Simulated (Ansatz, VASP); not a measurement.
**Two plane-wave programs on Cd3Ga**

The input INCAR:

```
SYSTEM = Cd3Ga
PREC = Accurate ; ENCUT = 520
EDIFF = 1E-6 ; ISMEAR = 0
SIGMA = 0.05 ; LREAL = .FALSE.
LASPH = .TRUE. ; NELM = 100
ALGO = Fast ; ISIF = 2
LWAVE = .FALSE. ; LCHARG = .FALSE.
GGA = CA ; NBANDS = 32
```

The input KPOINTS:

```
Automatic mesh
0
G
  10 10 10
  0 0 0
```

POSCAR

```
Cd3Ga
1.0
    4.3817254000      0.0000000000      0.0000000000
    0.0000000000      4.3817254000      0.0000000000
   -2.1908627000     -2.1908627000      4.3802000600
Cd Ga
3 1
Direct
    0.2500000000      0.7500000000      0.5000000000
    0.7500000000      0.2500000000      0.5000000000
    0.5000000000      0.5000000000      0.0000000000
    0.0000000000      0.0000000000      0.0000000000
```

Input for Ansatz:

```yaml
crystal:
  lattice:
    - [4.3817254, 0.0, 0.0]
    - [0.0, 4.3817254, 0.0]
    - [-2.1908627, -2.1908627, 4.38020006]
  atoms:
    - { symbol: Cd, position: [0.25, 0.75, 0.5] }
    - { symbol: Cd, position: [0.75, 0.25, 0.5] }
    - { symbol: Cd, position: [0.5, 0.5, 0.0] }
    - { symbol: Ga, position: [0.0, 0.0, 0.0] }
basis:
  ecutwfc: 500
  fft_grid_basis: typed
kpoints:
  mp_grid: { grid: [10, 10, 10] }
hamiltonian:
  xc: lda
  pseudopotentials: { kind: paw }
scf:
  occupations: { method: gaussian, width: 0.05 }
output:
  forces: true
  stress: true
  eigenvalues: true
  bader: true
  write_density: true
  volumetric_format: npy
  elf: true
```

Alike in both runs: task single point; functional LDA; k mesh 10 × 10 × 10; occupations gaussian, width 0.05 eV; no spin polarisation.

|  | VASP | Ansatz |
| --- | --- | --- |
| version | VASP 6.6.1 | Ansatz 0.2.0 |
| potentials or method | VASP PAW LDA potentials, release 64 (Cd, Ga_d), cutoff 520 eV | scalar-relativistic, plane waves, PAW |
| valence electrons in the cell | 49 | 73 |

Ansatz gave:

* gap on the k mesh at the Fermi level (eV): none
* pressure (GPa): -4.3
* traceless stress, the component that is largest in VASP (GPa): 0.86

Q: Which values does VASP return?

A: gap on the k mesh at the Fermi level (eV): none; pressure (GPa): -4.1; traceless stress, the component that is largest in VASP (GPa): 0.86.

LDA's correlation is that of Perdew and Zunger in VASP and of Perdew and Wang (1992) in Ansatz. A gap of «none» marks a metal or a gap that the smearing closes. VASP's potentials hold 49 valence electrons a cell and Ansatz's 73, so a difference there can come from the potentials and not from the codes.
